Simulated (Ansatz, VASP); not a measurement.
**SrVO3 in VASP and in Ansatz**

```
CELL_PARAMETERS angstrom
3.89707 0.00000 0.00000
0.00000 3.89707 0.00000
0.00000 0.00000 3.89707
ATOMIC_POSITIONS crystal
Sr 0.50000 0.50000 0.50000
V 0.00000 0.00000 0.00000
O 0.50000 0.00000 0.00000
O 0.00000 0.50000 0.00000
O 0.00000 0.00000 0.50000
```

Alike in both runs: task single point; functional PBE; k mesh 10 × 10 × 10; occupations gaussian, width 0.1 eV; collinear spin.

|  | VASP | Ansatz |
| --- | --- | --- |
| version | VASP 6.6.1 | Ansatz 0.2.0 |
| potentials or method | VASP PAW PBE potentials, release 64 (Sr_sv, V_sv, O), cutoff 520 eV | scalar-relativistic, plane waves, PAW |
| valence electrons in the cell | 41 | 41 |

Ansatz gave:

- gap on the k mesh at the Fermi level (eV): none
- pressure (GPa): -5.0
- net moment per atom (μB): 0.08
- size of the moment on the site where the two differ most (μB): 0.30

Problem. What did VASP give for the same quantities?

Solution. gap on the k mesh at the Fermi level (eV): none; pressure (GPa): -4.2; net moment per atom (μB): 0.08; size of the moment on the site where the two differ most (μB): 0.36.

Site moments also hang on the region over which each program counts them. A gap of «none» marks a metal or a gap that the smearing closes. With one functional, cell and mesh, what is left measures potentials, basis and numerics.
